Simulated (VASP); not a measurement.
GaS5:

```
CELL_PARAMETERS angstrom
5.84282 0.00000 0.00000
-2.92141 5.06003 0.00000
0.00000 0.00000 4.65211
ATOMIC_POSITIONS crystal
Ga 0.00000 0.00000 0.00000
S 0.33333 0.66667 0.00000
S 0.66667 0.33333 0.00000
S 0.50000 0.00000 0.50000
S 0.50000 0.50000 0.50000
S 0.00000 0.50000 0.50000
```

* Program: VASP 6.6.1
* Task: relaxation of cell and atoms
* Functional: PBE
* Potentials or basis: VASP PAW PBE potentials, release 64 (Ga_d, S)
* Cutoff: 600 eV
* k mesh: 3 × 3 × 4
* Occupations: gaussian, width 0.1 eV
* Spin: no spin polarisation

At the start: pressure -7.4 GPa; volume 22.92 Å³/atom.

How do energy, volume and symmetry change on relaxing?

Over 10 steps the energy falls by 322.8 meV/atom and the volume is 20.83 Å³/atom (-9.1 %); space group P6/mmm (No. 191, to 0.05 Å).

Step by step:
| step | energy change (eV) | largest force (eV/Å) | pressure (GPa) | volume (Å³) |
| --- | --- | --- | --- | --- |
| 1 | 0.0000 | 0.0000 | -7.41 | 137.54 |
| 2 | -1.1399 | 0.0000 | -2.39 | 117.23 |
| 3 | -1.2747 | 0.0000 | 1.06 | 110.80 |
| 4 | -1.2790 | 0.0000 | 1.93 | 109.48 |
| 5 | -1.2785 | 0.0000 | 1.57 | 110.01 |
| 6 | -1.3696 | 0.0000 | 0.89 | 112.10 |
| 7 | -1.4492 | 0.0000 | 0.94 | 117.90 |
| 8 | -1.9255 | 0.0000 | -1.11 | 126.95 |
| 9 | -1.8777 | 0.0000 | 2.13 | 120.77 |
| 10 | -1.9369 | 0.0000 | -0.15 | 124.96 |

Final structure:
```
Ga S
1.0
     6.69373    0.00000    0.00000
    -3.34686    5.79694    0.00000
     0.00000    0.00000    3.22038
Ga S
1 5
Direct
  0.00000 0.00000 0.00000
  0.33333 0.66667 0.00000
  0.66667 0.33333 0.00000
  0.50000 0.00000 0.50000
  0.50000 0.50000 0.50000
  0.00000 0.50000 0.50000
```

Caveat: the k points lie up to 0.49 Å⁻¹ apart in the final cell.
